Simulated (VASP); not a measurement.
The system is C.

```
C
1.0
     1.92608    0.00000    0.00000
     0.00000    1.92608    0.00000
     0.00000    0.00000    1.92608
C
1
Direct
  0.00000 0.00000 0.00000
```

```yaml
Program: VASP 6.6.1
Task: relaxation of cell and atoms
Functional: revPBE
Potentials_or_basis: VASP PAW PBE potentials, release 64 (C)
Cutoff: 600 eV
k_mesh: 16 × 16 × 16
Occupations: fermi-dirac, width 0.1 eV
Spin: no spin polarisation
```

At the start: pressure -43.6 GPa; volume 7.15 Å³/atom.

Q: Where does the relaxation end?

A: Over 6 steps the energy falls by 261.8 meV/atom and the volume is 5.59 Å³/atom (-21.8 %); space group Pm-3m (No. 221, to 0.1 Å) before and after.

Step by step:
```csv
step,energy change (eV),largest force (eV/Å),pressure (GPa),volume (Å³)
1,0.0000,0.0000,-43.57,7.15
2,-0.2479,0.0000,17.61,5.32
3,-0.2618,0.0000,-0.49,5.60
4,-0.2618,0.0000,1.11,5.57
5,-0.2618,0.0000,-0.59,5.60
6,-0.2618,0.0000,0.00,5.59
```

Final structure:
```
C
1.0
     1.77440    0.00000    0.00000
     0.00000    1.77440    0.00000
     0.00000    0.00000    1.77440
C
1
Direct
  0.00000 0.00000 0.00000
```

Caveat: the volume moved by over 15 % at a fixed basis, so the end points are rough; the PAW data sets were made with another functional, which shifts forces and pressure a little.
